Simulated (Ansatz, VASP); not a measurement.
Cl in VASP and in Ansatz

The input INCAR:

```
SYSTEM = Cl
PREC = Accurate
ENCUT = 520
EDIFF = 1E-6
ISMEAR = -1
SIGMA = 0.05
LREAL = .FALSE.
LASPH = .TRUE.
NELM = 100
ALGO = Normal
ISIF = 2
LWAVE = .FALSE.
LCHARG = .FALSE.
GGA = RP
NBANDS = 22
```

KPOINTS

```
regular mesh
0
G
  6 6 3
  0 0 0
```

POSCAR

```
Cl
1.0
    4.0217849096     -2.6618773953      0.0000000000
    4.0217849096      2.6618773953      0.0000000000
    0.0000000000      0.0000000000      9.3347422059
Cl
4
Direct
    0.9042803312      0.0957196688      0.0931923605
    0.5957196688      0.4042803312      0.5931923605
    0.0957196688      0.9042803312      0.9068076395
    0.4042803312      0.5957196688      0.4068076395
```

Input for Ansatz:

```yaml
crystal:
  lattice:
    - [4.0217849096, -2.6618773953, 0.0]
    - [4.0217849096, 2.6618773953, 0.0]
    - [0.0, 0.0, 9.3347422059]
  atoms:
    - { symbol: Cl, position: [0.9042803312, 0.0957196688, 0.0931923605] }
    - { symbol: Cl, position: [0.5957196688, 0.4042803312, 0.5931923605] }
    - { symbol: Cl, position: [0.0957196688, 0.9042803312, 0.9068076395] }
    - { symbol: Cl, position: [0.4042803312, 0.5957196688, 0.4068076395] }
hamiltonian:
  xc: rpbe
  pseudopotentials:
    kind: paw
    azcp:
      Cl: "pseudopotentials/Cl.paw.azcp"
basis:
  ecutwfc: 420
  fft_grid_basis: typed
kpoints:
  mp_grid: { grid: [6, 6, 3], shift: [0, 0, 0] }
magnetization:
  spin_polarized: false
scf:
  occupations: { method: fermi_dirac, width: 0.05 }
  lower_state_search: "off"
output:
  stress: true
  write_density: true
  write_potential: true
  elf: true
  volumetric_format: npy
```

Alike in both runs: task single point; functional RPBE; k mesh 6 × 6 × 3; occupations fermi-dirac, width 0.05 eV; no spin polarisation.

|  | VASP | Ansatz |
| --- | --- | --- |
| version | VASP 6.6.1 | Ansatz 0.2.0 |
| potentials or method | VASP PAW PBE potentials, release 64 (Cl), cutoff 520 eV | plane waves (420 eV) with PAW, scalar-relativistic |
| valence electrons in the cell | 28 | 28 |

VASP gave:

- gap on the k mesh at the Fermi level (eV): 2.69
- pressure (GPa): -0.3
- traceless stress, the component that is largest in VASP (GPa): -0.29

Problem. What did Ansatz give for the same quantities?

Solution. gap on the k mesh at the Fermi level (eV): 2.64; pressure (GPa): 0.0; traceless stress, the component that is largest in VASP (GPa): -0.02.

VASP's potentials were made for PBE, not for RPBE. The functional is the same, so the differences come from potentials, cutoffs and numerics.
